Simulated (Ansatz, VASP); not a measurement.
Two plane-wave programs on PbC2

The input INCAR:

```
PREC = Accurate
ENCUT = 600
EDIFF = 1E-7
ISMEAR = 0
SIGMA = 0.02
LREAL = False
LASPH = True
NELM = 60
ALGO = Fast
ISIF = 3
LWAVE = False
LCHARG = False
IBRION = 2
NSW = 100
EDIFFG = -0.005
```

File KPOINTS:

```
Automatic mesh
0
Gamma
  10 10 10
```

File POSCAR:

```
PbC2
1.0
   -1.9955419087      1.9955419087      3.3041199795
    1.9955419087     -1.9955419087      3.3041199795
    1.9955419087      1.9955419087     -3.3041199795
Pb C
1 2
Direct
    0.0000000000      0.0000000000      0.0000000000
    0.5953192420      0.5953192420      0.0000000000
    0.4046807580      0.4046807580      0.0000000000
```

Input for Ansatz:

```yaml
crystal:
  lattice:
    - [-1.9955419037, 1.9955419037, 3.304119972]
    - [1.9955419037, -1.9955419037, 3.304119972]
    - [1.9955419037, 1.9955419037, -3.304119972]
  atoms:
    - { symbol: Pb, position: [0.0, 0.0, 0.0] }
    - { symbol: C, position: [0.5953192423, 0.5953192423, 0.0] }
    - { symbol: C, position: [0.4046807577, 0.4046807577, 0.0] }
basis:
  ecutwfc: 420
kpoints:
  mp_grid: { grid: [10, 10, 10] }
hamiltonian:
  xc: lda
scf:
  occupations: { method: gaussian, width: 0.02 }
output:
  forces: true
  stress: true
  eigenvalues: true
relax:
  adjacent_minimum: "off"
  f_tol: 0.005
  max_steps: 80
  cell: { stress_tol: 0.05 }
```

Alike in both runs: task relaxation of cell and atoms; functional LDA; k mesh 10 × 10 × 10; occupations gaussian, width 0.02 eV; no spin polarisation.

```csv
,VASP,Ansatz
version,VASP 6.6.1,Ansatz 0.2.0
potentials or method,"VASP PAW LDA potentials, release 64 (Pb_d, C), cutoff 600 eV","scalar-relativistic, plane waves, PAW"
valence electrons in the cell,22,22
```

```tsv
	VASP	Ansatz	Ansatz less VASP
gap on the k mesh at the Fermi level, each at its own relaxed structure (eV)	1.58	1.61	+0.032
relaxed volume (Å³/atom)	17.65	17.63	-0.022
relaxed cell length with the largest relative difference (Å)	4.353	4.352	-0.0016
```

LDA's correlation is that of Perdew and Zunger in VASP and of Perdew and Wang (1992) in Ansatz.

Spin-orbit coupling is off throughout.
